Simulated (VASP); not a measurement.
# BN (P1) in VASP: further runs, part 2 of 2

VASP 6.6.1.

### 3 Single point, LDA

Input file INCAR:

```
SYSTEM = BN
PREC = Accurate ; ENCUT = 600
EDIFF = 1E-6 ; ISMEAR = 0
SIGMA = 0.1 ; LREAL = .False.
LASPH = .True. ; NELM = 120
ALGO = Normal ; ISIF = 2
LWAVE = .False. ; LCHARG = .False.
GGA = CA ; NBANDS = 11
GGA_COMPAT = .False.
```

Input file KPOINTS:

```
Automatic mesh
0
Gamma
  4 4 3
  0 0 0
```

Input file POSCAR:

```
BN
1.0
    2.5080409239      0.0000000000      0.0000000000
   -1.2467107647      2.1762310413      0.0000000000
   -0.6306650796     -1.0881155206      3.0225400000
B N
1 1
Direct
    0.9796430000      0.9834990000      0.0018060000
    0.6685060000      0.3323850000      0.9849990000
```

Potentials or basis: VASP PAW LDA potentials, release 64 (B, N).

Command:

```bash
$ cat potpaw_LDA.64/B/POTCAR potpaw_LDA.64/N/POTCAR > POTCAR
$ mpirun -np 1 vasp_std > vasp.out
```

OUTCAR:

```text
SYSTEM = BN
   PREC = Accurate
   ENCUT = 600
   EDIFF = 1E-6
   ISMEAR = 0
   LREAL = .False.
   LASPH = .True.
   NELM = 120
   ISIF = 2
   GGA = CA

 ion  position               nearest neighbor table
   1  0.980  0.983  0.002-   2 1.40   2 1.43   2 1.52
   2  0.669  0.332  0.985-   1 1.40   1 1.43   1 1.52

  LATTYP: Found a face centered orthorhombic cell.
 ALAT       =     2.5153400000
 B/A-ratio  =     1.7253460765
 C/A-ratio  =     2.4032854405

  Lattice vectors:

[... 546 lines left out ...]

  FORCE on cell =-STRESS in cart. coord.  units (eV):
  Direction    XX          YY          ZZ          XY          YZ          ZX
  --------------------------------------------------------------------------------------
  -------------------------------------------------------------------------------------
  Total       -1.3596092     -0.1431682      0.3505018     -0.5395272      0.0809333      0.0395049
  in kB     -132.0422790    -13.9041835     34.0399674    -52.3976989      7.8600640      3.8366291
  external PRESSURE =     -37.3021651 kB  Pullay stress =       0.0000000 kB

 VOLUME and BASIS-vectors are now :
 -----------------------------------------------------------------------------
  energy-cutoff  :      600.00
  volume of cell :       16.50
      direct lattice vectors                 reciprocal lattice vectors
     2.508040924  0.000000000  0.000000000     0.398717577  0.228415773  0.165423783
    -1.246710765  2.176231041  0.000000000     0.000000000  0.459510034  0.165423783
    -0.630665080 -1.088115521  3.022540000     0.000000000  0.000000000  0.330847565

 POSITION                                       TOTAL-FORCE (eV/Angst)
 -----------------------------------------------------------------------------------
      1.22971      2.13836      0.00546         1.683805      2.080125     -0.629218
      0.64105     -0.34845      2.97720        -1.683805     -2.080125      0.629218
 -----------------------------------------------------------------------------------
    total drift:                               -0.000274     -0.000108     -0.000013

  FREE ENERGIE OF THE ION-ELECTRON SYSTEM (eV)
  ---------------------------------------------------
  free  energy   TOTEN  =       -19.1371170114 eV

  energy  without entropy=      -19.1371170114  energy(sigma->0) =      -19.13711701
```

OSZICAR:

```text
N       E                     dE             d eps       ncg     rms          rms(c)
DAV:   1     0.124129943551E+02    0.12413E+02   -0.51625E+03   572   0.768E+02
DAV:   2    -0.203110235366E+02   -0.32724E+02   -0.31331E+02   669   0.159E+02
DAV:   3    -0.210546625105E+02   -0.74364E+00   -0.74220E+00   697   0.211E+01
DAV:   4    -0.210563879698E+02   -0.17255E-02   -0.17254E-02   623   0.125E+00
DAV:   5    -0.210563935537E+02   -0.55839E-05   -0.55839E-05   686   0.615E-02    0.779E+00
DAV:   6    -0.193685150402E+02    0.16879E+01   -0.58585E+00   617   0.131E+01    0.346E+00
DAV:   7    -0.191912726859E+02    0.17724E+00   -0.17354E-01   680   0.321E+00    0.206E+00
DAV:   8    -0.191375412760E+02    0.53731E-01   -0.12128E-01   659   0.217E+00    0.230E-01
DAV:   9    -0.191371539027E+02    0.38737E-03   -0.22427E-03   638   0.401E-01    0.129E-01
DAV:  10    -0.191371160643E+02    0.37838E-04   -0.15676E-04   674   0.112E-01    0.203E-02
DAV:  11    -0.191371170114E+02   -0.94706E-06   -0.46414E-06   659   0.155E-02
   1 F= -.19137117E+02 E0= -.19137117E+02  d E =-.268148E-12
```

It took 7 s on 1 thread of Intel Xeon 6975P-C, shared host; peak memory 0.12 GiB.

What came out:

| Property | Result |
| --- | --- |
| Free energy | -19.1371 eV |
| Pressure | -3.7 GPa |
| Largest force | 2.749 eV/Å |
| Band gap on the k mesh | 3.44 eV, indirect (least direct gap 4.71 eV) |

Forces on the atoms (eV/Å):
```
B    1.684  2.080 -0.629
N   -1.684 -2.080  0.629
```

Levels at points of the mesh, in eV from the valence-band top:
| k point | band 1 | band 2 | band 3 | band 4 | band 5 | band 6 | band 7 | band 8 |
| --- | --- | --- | --- | --- | --- | --- | --- | --- |
| (0.00, 0.00, 0.00) | -17.93 | -3.67 | -2.33 | -0.71 | 5.39 | 10.21 | 12.32 | 12.87 |
| (0.50, 0.00, 0.00) | -14.46 | -8.92 | -4.72 | -1.48 | 4.87 | 9.58 | 13.47 | 17.01 |
| (0.00, 0.50, 0.00) | -14.64 | -9.15 | -3.98 | -0.95 | 3.75 | 9.70 | 13.75 | 17.06 |
| (0.50, 0.50, 0.00) | -14.73 | -9.35 | -4.13 | 0.00 | 6.23 | 9.12 | 12.25 | 14.46 |

Caveat: the k points lie up to 0.77 Å⁻¹ apart; forces of over 1 eV/Å act on the atoms, so gaps and moduli don't describe the material at rest.

### 4 Single point, LDA, collinear spin, ferromagnetic start

This run uses another cell than the first one, of 7.01 Å³/atom, 0.850 times its volume.

Input file INCAR:

```
SYSTEM = BN
PREC     = Accurate       ! precision mode
ENCUT    = 600            ! plane-wave cutoff, eV
EDIFF    = 1E-6           ! SCF threshold, eV
ISMEAR   = -1             ! smearing method
SIGMA    = 0.08617333262145177 ! smearing width, eV
LREAL    = .False.        ! projectors in reciprocal space
LASPH    = .True.         ! aspherical terms in the spheres
NELM     = 200            ! most SCF steps
ALGO     = Normal         ! electronic algorithm
ISIF     = 2              ! what is computed and relaxed
LWAVE    = .False.        ! write WAVECAR
LCHARG   = .False.        ! write CHGCAR
ISPIN    = 2              ! spin polarisation
MAGMOM   = 1 0            ! initial moments
LORBIT   = 11             ! projections on sites
GGA      = CA             ! functional
NBANDS   = 15             ! bands
GGA_COMPAT= .False.
```

Input file KPOINTS:

```
regular mesh
0
Gamma
  2 6 1
  0 0 0
```

Input file POSCAR:

```
BN
1.0
    2.3757875048      0.0000000000      0.0000000000
   -1.1809695084      2.0614745422      0.0000000000
   -0.5974089982     -1.0307372711      2.8631561376
B N
1 1
Direct
    0.9796430000      0.9834990000      0.0018060000
    0.6685060000      0.3323850000      0.9849990000
```

Command:

```bash
$ cat potpaw_LDA.64/B/POTCAR potpaw_LDA.64/N/POTCAR > POTCAR
$ mpirun -np 1 vasp_std > vasp.out
```

Wall time 4.8 s (1 thread of Intel Xeon 6975P-C, shared host); peak memory 0.12 GiB.

The run converged, but its numbers aren't listed here, since they failed a check.

Caveat: the k points lie up to 2.19 Å⁻¹ apart; forces of over 1 eV/Å act on the atoms, so gaps and moduli don't describe the material at rest.
